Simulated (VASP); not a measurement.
A run of VASP 6.6.1:

INCAR

```
  PREC = Accurate
  ENCUT = 500
  EDIFF = 1E-6
  ISMEAR = -1
  SIGMA = 0.05
  LREAL = False
  LASPH = True
  NELM = 120
  ALGO = Normal
  ISIF = 2
  LWAVE = False
  LCHARG = False
  GGA = PS
  NBANDS = 8
  GGA_COMPAT = False
```

Contents of KPOINTS:

```
Automatic mesh
0
Gamma
  12 12 11
```

The input POSCAR:

```
Si
1.0
    2.4996795018      0.0000000000      0.0000000000
   -1.2498397509      2.1647859498      0.0000000000
    0.0000000000      0.0000000000      2.3912652619
Si
1
Direct
    0.0000000000      0.0000000000      0.0000000000
```

Potentials or basis: VASP PAW PBE potentials, release 64 (Si).

Launch:

```console
$ cat potpaw_PBE.64/Si/POTCAR > POTCAR
$ mpirun -np 1 vasp_std > vasp.out
```

Hardware: 1 thread of Intel(R) Xeon(R) Platinum 8259CL CPU @ 2.50GHz (Skylake/Cascade Lake), with other jobs on the host.

Task: How long does it take, and how much memory?

Result: It took 11 s on 1 thread of Intel(R) Xeon(R) Platinum 8259CL CPU @ 2.50GHz (Skylake/Cascade Lake) (shared host), peak memory 0.12 GiB. Counts: scf iterations 9, k points 114.
